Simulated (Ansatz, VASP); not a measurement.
Hf in VASP and in Ansatz

```
Hf
1.0
     2.71719    0.00000    0.00000
    -1.35860    3.18369    0.00000
     0.00000    0.00000    5.05780
Hf
2
Cartesian
  0.0000 2.1225 1.2645
  1.3586 1.0612 3.7934
```

Change from the starting cell: strain -0.1500 x Voigt [1, -1, 0, 0, 0, 0], atoms carried along.

Alike in both runs: task single point; functional PBE; k mesh 18 × 18 × 10; occupations gaussian, width 0.15 eV; no spin polarisation.

|  | VASP | Ansatz |
| --- | --- | --- |
| version | VASP 6.6.1 | Ansatz 0.2.0 |
| potentials or method | VASP PAW PBE potentials, release 64 (Hf_pv), cutoff 520 eV | scalar-relativistic, plane waves, PAW |
| valence electrons in the cell | 20 | 52 |

VASP gave:

```
gap on the k mesh at the Fermi level (eV)                     : none
pressure (GPa)                                                : 4.6
traceless stress, the component that is largest in VASP (GPa) : 15.21
rms of the force components (eV/Å)                            : 0.282
```

Which values does Ansatz return?

gap on the k mesh at the Fermi level (eV): none; pressure (GPa): 4.9; traceless stress, the component that is largest in VASP (GPa): 15.24; rms of the force components (eV/Å): 0.287.

Atom by atom the forces differ by 0.005 eV/Å (rms over components). A gap of «none» marks a metal or a gap that the smearing closes. VASP's potentials hold 20 valence electrons a cell and Ansatz's 52, so a difference there can come from the potentials and not from the codes.

Spin-orbit coupling is off throughout.
